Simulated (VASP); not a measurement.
# Hf2Ti2Ge3 (P4/mmm) in VASP: notebook, part 2 of 2

VASP 6.6.1. The steps go on from the part before.

## Step 3: Single point, PBE

This run uses another cell than the first one, of 23.06 Å³/atom.

Contents of INCAR:

```
ALGO = All
EDIFF = 1E-6
ENCUT = 620
GGA = PE
GGA_COMPAT = False
ISEARCH = 1
ISIF = 2
ISMEAR = 0
KPAR = 4
LASPH = True
LCHARG = False
LREAL = False
LWAVE = False
NBANDS = 52
NELM = 300
PREC = Accurate
SIGMA = 0.2
```

Contents of KPOINTS:

```
k-points
0
Gamma
  4 4 2
```

Contents of POSCAR:

```
Hf2Ti2Ge3
1.0
    4.8361390179      0.0000000000      0.0000000000
    0.0000000000      4.8361390179      0.0000000000
    0.0000000000      0.0000000000      6.9023287789
Hf Ti Ge
2 2 3
Direct
    0.0000000000      0.5000000000      0.5000000000
    0.5000000000      0.0000000000      0.5000000000
    0.0000000000      0.0000000000      0.8577909280
    0.0000000000      0.0000000000      0.1422090720
    0.5000000000      0.5000000000      0.7726079236
    0.5000000000      0.5000000000      0.2273920764
    0.0000000000      0.0000000000      0.5000000000
```

Potentials or basis: VASP PAW PBE potentials, release 64 (Hf_pv, Ti_sv, Ge_d).

The run is started by

```
$ cat potpaw_PBE.64/Hf_pv/POTCAR potpaw_PBE.64/Ti_sv/POTCAR potpaw_PBE.64/Ge_d/POTCAR > POTCAR
$ mpirun -np 4 vasp_std > vasp.out
```

OUTCAR:

```text
EDIFF = 1E-6
   ENCUT = 620
   GGA = PE
   ISIF = 2
   ISMEAR = 0
   LASPH = True
   LREAL = False
   NELM = 300
   PREC = Accurate

 ion  position               nearest neighbor table
   1  0.000  0.500  0.500-   7 2.42   7 2.42   5 3.06   6 3.06   5 3.06   6 3.06   2 3.42   2 3.42
                             2 3.42   2 3.42
   2  0.500  0.000  0.500-   7 2.42   7 2.42   5 3.06   5 3.06   6 3.06   6 3.06   1 3.42   1 3.42
                             1 3.42   1 3.42
   3  0.000  0.000  0.858-   4 1.96   7 2.47
[... 860 lines left out ...]
  Total       -0.1976133     -0.1976133      1.2545420      0.0000000      0.0000000      0.0000000
  in kB       -1.9612527     -1.9612527     12.4509528      0.0000000      0.0000000      0.0000000
  external PRESSURE =       2.8428158 kB  Pullay stress =       0.0000000 kB

 VOLUME and BASIS-vectors are now :
 -----------------------------------------------------------------------------
  energy-cutoff  :      620.00
  volume of cell :      161.43
      direct lattice vectors                 reciprocal lattice vectors
     4.836139018  0.000000000  0.000000000     0.206776521  0.000000000  0.000000000
     0.000000000  4.836139018  0.000000000     0.000000000  0.206776521  0.000000000
     0.000000000  0.000000000  6.902328779     0.000000000  0.000000000  0.144878639

 POSITION                                       TOTAL-FORCE (eV/Angst)
 -----------------------------------------------------------------------------------
      0.00000      2.41807      3.45116        -0.000000      0.000000      0.000000
      2.41807      0.00000      3.45116        -0.000000      0.000000      0.000000
      0.00000      0.00000      5.92076        -0.000000      0.000000     -0.531831
      0.00000      0.00000      0.98157        -0.000000      0.000000      0.531831
      2.41807      2.41807      5.33279         0.000000     -0.000000     -0.065368
      2.41807      2.41807      1.56953        -0.000000     -0.000000      0.065368
      0.00000      0.00000      3.45116        -0.000000      0.000000      0.000000
 -----------------------------------------------------------------------------------
    total drift:                               -0.000000      0.000000      0.000000

  FREE ENERGIE OF THE ION-ELECTRON SYSTEM (eV)
  ---------------------------------------------------
  free  energy   TOTEN  =       -45.2870793117 eV

  energy  without entropy=      -45.1909979221  energy(sigma->0) =      -45.23903862
```

OSZICAR:

```text
N       E                     dE             d eps       ncg     rms           ort
DAV:   1     0.116471733604E+04    0.11647E+04   -0.45685E+04   624   0.393E+03
DAV:   2     0.177227727058E+03   -0.98749E+03   -0.96081E+03   624   0.104E+03
DAV:   3    -0.214676081975E+02   -0.19870E+03   -0.19356E+03   624   0.276E+02
DAV:   4    -0.474727924692E+02   -0.26005E+02   -0.25498E+02   624   0.937E+01
DAV:   5    -0.490987212405E+02   -0.16259E+01   -0.16084E+01   624   0.210E+01
SDA:   6    -0.371879217162E+02    0.11911E+02   -0.16084E+01   624   0.759E+02   0.000E+00
CGA:   7    -0.431721801131E+02   -0.59843E+01   -0.68573E+01   624   0.698E+01  -0.140E+01
CGA:   8    -0.446119716029E+02   -0.14398E+01   -0.14406E+01   624   0.215E+01  -0.226E-01
CGA:   9    -0.450220510150E+02   -0.41008E+00   -0.41010E+00   624   0.747E+00  -0.207E-01
CGA:  10    -0.451774615639E+02   -0.15541E+00   -0.15542E+00   624   0.308E+00   0.683E-05
CGA:  11    -0.452372653685E+02   -0.59804E-01   -0.59810E-01   624   0.110E+00  -0.317E-02
CGA:  12    -0.452610092001E+02   -0.23744E-01   -0.23747E-01   624   0.483E-01  -0.119E-03
[... 29 lines left out ...]
CGA:  42    -0.452870786081E+02   -0.11392E-05   -0.11292E-05   624   0.226E-05   0.180E-06
CGA:  43    -0.452870793117E+02   -0.70362E-06   -0.70958E-06   624   0.172E-05   0.225E-06
   1 F= -.45287079E+02 E0= -.45239039E+02  d E =-.960814E-01
```

Wall time 88 s (4 MPI ranks of Intel Xeon Platinum 8488C (Sapphire Rapids), shared host); peak memory 0.44 GiB.

Results:

| Quantity | Value |
| --- | --- |
| Free energy | -45.2871 eV |
| Pressure | 0.3 GPa |
| Largest force | 0.532 eV/Å |
| Band gap on the k mesh | zero (bands 43 and 44 overlap by 0.10 eV) |

Forces in eV/Å, atoms in the order of the input:
```
Hf   0.000  0.000  0.000
Hf   0.000  0.000  0.000
Ti   0.000  0.000 -0.532
Ti   0.000  0.000  0.532
Ge   0.000  0.000 -0.065
Ge   0.000  0.000  0.065
Ge   0.000  0.000  0.000
```

Caveat: the k points lie up to 0.46 Å⁻¹ apart; atoms lie so close that the PAW spheres overlap strongly, which falsifies energies and pressures; spin-orbit coupling is left out, which moves the levels of the heavy elements.

## Step 4: Single point, PBE

This run uses another cell than the first one, of 22.34 Å³/atom.

Contents of INCAR:

```
SYSTEM = Hf2Ti2Ge3
PREC     = Accurate       ! precision mode
ENCUT    = 620            ! plane-wave cutoff, eV
EDIFF    = 1E-6           ! SCF threshold, eV
ISMEAR   = 0              ! smearing method
SIGMA    = 0.2            ! smearing width, eV
LREAL    = .FALSE.        ! projectors in reciprocal space
LASPH    = .TRUE.         ! aspherical terms in the spheres
NELM     = 300            ! most SCF steps
ALGO     = All            ! electronic algorithm
ISIF     = 2              ! what is computed and relaxed
LWAVE    = .FALSE.        ! write WAVECAR
LCHARG   = .TRUE.         ! write CHGCAR
GGA      = PE             ! functional
LVHAR    = .TRUE.       
NBANDS   = 52             ! bands
GGA_COMPAT= .FALSE.      
ISEARCH  = 1            
KPAR     = 4
```

Contents of KPOINTS:

```
regular mesh
0
G
  4 4 3
  0 0 0
```

Contents of POSCAR:

```
Hf2Ti2Ge3
1.0
    5.3438633472      0.0000000000      0.0000000000
    0.0000000000      5.3438633472      0.0000000000
    0.0000000000      0.0000000000      5.4755583063
Hf Ti Ge
2 2 3
Direct
    0.5000000000      0.5000000000      0.5000000000
    0.5000000000      0.5000000000      0.0000000000
    0.0000000000      0.5000000000      0.5000000000
    0.5000000000      0.0000000000      0.5000000000
    0.0000000000      0.5000000000      0.0000000000
    0.5000000000      0.0000000000      0.0000000000
    0.0000000000      0.0000000000      0.5000000000
```

Potentials or basis: VASP PAW PBE potentials, release 64 (Hf_pv, Ti_sv, Ge_d).

The run is started by

```
$ cat potpaw_PBE.64/Hf_pv/POTCAR potpaw_PBE.64/Ti_sv/POTCAR potpaw_PBE.64/Ge_d/POTCAR > POTCAR
$ mpirun -np 4 vasp_std > vasp.out
```

OUTCAR:

```text
SYSTEM = Hf2Ti2Ge3
   PREC = Accurate
   ENCUT = 620
   EDIFF = 1E-6
   ISMEAR = 0
   LREAL = .FALSE.
   LASPH = .TRUE.
   NELM = 300
   ISIF = 2
   GGA = PE

 ion  position               nearest neighbor table
   1  0.500  0.500  0.500-   3 2.67   4 2.67   4 2.67   3 2.67   2 2.74   2 2.74
   2  0.500  0.500  0.000-   5 2.67   6 2.67   6 2.67   5 2.67   1 2.74   1 2.74
   3  0.000  0.500  0.500-   1 2.67   7 2.67   7 2.67   1 2.67   5 2.74   5 2.74
   4  0.500  0.000  0.500-   1 2.67   7 2.67   1 2.67   7 2.67   6 2.74   6 2.74
   5  0.000  0.500  0.000-   2 2.67   2 2.67   3 2.74   3 2.74
   6  0.500  0.000  0.000-   2 2.67   2 2.67   4 2.74   4 2.74
[... 857 lines left out ...]
  Total        0.0419288      0.0419288     -0.1550485      0.0000000     -0.0000000      0.0000000
  in kB        0.4296197      0.4296197     -1.5886900      0.0000000     -0.0000000      0.0000000
  external PRESSURE =      -0.2431502 kB  Pullay stress =       0.0000000 kB

 VOLUME and BASIS-vectors are now :
 -----------------------------------------------------------------------------
  energy-cutoff  :      620.00
  volume of cell :      156.36
      direct lattice vectors                 reciprocal lattice vectors
     5.343863347  0.000000000  0.000000000     0.187130534  0.000000000  0.000000000
     0.000000000  5.343863347  0.000000000     0.000000000  0.187130534  0.000000000
     0.000000000  0.000000000  5.475558306     0.000000000  0.000000000  0.182629778

 POSITION                                       TOTAL-FORCE (eV/Angst)
 -----------------------------------------------------------------------------------
      2.67193      2.67193      2.73778         0.000000      0.000000      0.000000
      2.67193      2.67193      0.00000         0.000000      0.000000      0.000000
      0.00000      2.67193      2.73778         0.000000      0.000000      0.000000
      2.67193      0.00000      2.73778         0.000000      0.000000      0.000000
      0.00000      2.67193      0.00000         0.000000      0.000000      0.000000
      2.67193      0.00000      0.00000         0.000000      0.000000      0.000000
      0.00000      0.00000      2.73778         0.000000      0.000000      0.000000
 -----------------------------------------------------------------------------------
    total drift:                                0.000000      0.000000      0.000000

  FREE ENERGIE OF THE ION-ELECTRON SYSTEM (eV)
  ---------------------------------------------------
  free  energy   TOTEN  =       -46.4461561475 eV

  energy  without entropy=      -46.3281762040  energy(sigma->0) =      -46.38716618
```

It took 2.1 min on 4 MPI ranks of Intel Xeon Platinum 8375C at 2.90GHz (Ice Lake), shared host; peak memory 0.48 GiB.

What came out:

- Free energy: -46.4462 eV
- Pressure: 0.0 GPa
- Band gap on the k mesh: zero (bands 43 and 44 overlap by 0.76 eV)

Stress tensor (GPa, compression positive):
```
 0.04  0.00  0.00
 0.00  0.04  0.00
 0.00  0.00 -0.16
```

Caveat: the k points lie up to 0.38 Å⁻¹ apart, too coarse for converged energies and pressures of a metal; spin-orbit coupling is left out, which moves the levels of the heavy elements.

## Step 5: Overview

| cell | k mesh | gap on the mesh (eV) | pressure (GPa) | largest force (eV/Å) |
| --- | --- | --- | --- | --- |
| a = 5.233, b = 5.233, c = 7.258 Å, 7 atoms, atomic positions A | 4 × 4 × 3 | none | 0.3 | 0.01 |
| a = 4.836, b = 4.836, c = 6.902 Å, 7 atoms, atomic positions B | 4 × 4 × 2 | none | 0.3 | 0.53 |
| a = 5.344, b = 5.344, c = 5.476 Å, 7 atoms, atomic positions C | 4 × 4 × 3 | none | 0.0 | - |

Alike in all rows: task single point; level PBE; potentials or basis VASP PAW PBE potentials, release 64 (Hf_pv, Ti_sv, Ge_d); no spin polarisation; cutoff (eV) 620; smearing gaussian 0.2 eV.

Caveats: some runs use coarse meshes; spin-orbit coupling is left out, which moves the levels of the heavy elements; atoms lie so close that the PAW spheres overlap strongly, which falsifies energies and pressures (at least some runs).

Absolute energies hang on the potentials; compare differences alone.
